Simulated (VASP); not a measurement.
# CuAu: single point with PBE

Crystal: CuAu.

```
CELL_PARAMETERS angstrom
2.81075 0.00000 0.00000
0.00000 2.81075 0.00000
0.00000 0.00000 3.68500
ATOMIC_POSITIONS crystal
Au 0.00000 0.00000 0.00000
Cu 0.50000 0.50000 0.50000
```

* Program: VASP 6.6.1
* Task: single point
* Functional: PBE
* Potentials or basis: VASP PAW PBE potentials, release 64 (Au, Cu)
* Cutoff: 470 eV
* k mesh: 28 × 28 × 22
* Occupations: tetrahedron, width 0.1 eV
* Spin: no spin polarisation
* Tolerance level: standard
* Purpose: density of states
* K density: 11 × 11 × 8
* Further INCAR settings: ALGO = Normal; EDIFF = 1e-06; NBANDS = 27

* Valence electrons inside the program's atomic spheres: Au 9.73; Cu 9.92
* Density of states at the Fermi level: 0.31 states/eV/atom

Levels at points of the mesh, in eV from the Fermi level:
```
           k point  band 9  band 10  band 11  band 12  band 13  band 14
(0.00, 0.00, 0.00)   -1.73    -1.50    -1.50     2.07     7.99     9.99
(0.50, 0.00, 0.00)   -2.43    -2.22    -0.89    -0.20     9.38     9.46
(0.50, 0.50, 0.00)   -1.41    -1.41     0.63     0.63     5.10     6.82
```

It took 12 min on 1 thread of Intel(R) Xeon(R) Platinum 8259CL CPU @ 2.50GHz (Skylake/Cascade Lake), on a shared host, peak memory 0.98 GiB.

Caveat: spin-orbit coupling is left out, which moves the levels of the heavy elements.
